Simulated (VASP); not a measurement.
Here is a VASP 6.6.1 calculation.

The input INCAR:

```
SYSTEM = Si2Mo
PREC = Accurate
ENCUT = 520
EDIFF = 1E-6
ISMEAR = 0
SIGMA = 0.15
LREAL = .False.
LASPH = .True.
NELM = 80
ALGO = Normal
ISIF = 2
LWAVE = .False.
LCHARG = .False.
GGA = PS
NBANDS = 56
```

Contents of KPOINTS:

```
Automatic mesh
0
Gamma
  15 15 3
  0 0 0
```

The input POSCAR:

```
Si2Mo
1.0
   -3.1900701689      0.0000000000      0.0000000000
    0.0000000000     -3.1900701689      0.0000000000
    0.0000000000      0.0000000000     15.8927680287
Si Mo
8 4
Direct
    0.0000000000      0.0000000000      0.9436978179
    0.5000000000      0.5000000000      0.6976304242
    0.0000000000      0.0000000000      0.4515630305
    0.5000000000      0.5000000000      0.2054956368
    0.0000000000      0.0000000000      0.1217739967
    0.5000000000      0.5000000000      0.8599761778
    0.0000000000      0.0000000000      0.6139087841
    0.5000000000      0.5000000000      0.3678413904
    0.5000000000      0.5000000000      0.5327359073
    1.0000000000      1.0000000000      0.2866685136
    0.5000000000      0.5000000000      0.0406011200
    1.0000000000      1.0000000000      0.7788033010
```

Potentials or basis: VASP PAW PBE potentials, release 64 (Si, Mo_sv).

Command:

```console
$ cat potpaw_PBE.64/Si/POTCAR potpaw_PBE.64/Mo_sv/POTCAR > POTCAR
$ mpirun -np 1 vasp_std > vasp.out
```

Q: Predict the band gap on the k mesh.

A: Zero (bands 44 and 45 overlap by 0.70 eV).

Q: Estimate the largest force.

A: 1.801 eV/Å.

Q: Estimate the pressure.

A: -2.6 GPa.

Stress tensor (GPa, compression positive):
```
-0.92  0.00  0.00
 0.00 -0.92  0.00
 0.00  0.00 -6.10
```

Caveat: the cell differs from its parent crystal (the distance across one plane changed); the PAW data sets were made with another functional, which shifts forces and pressure a little.
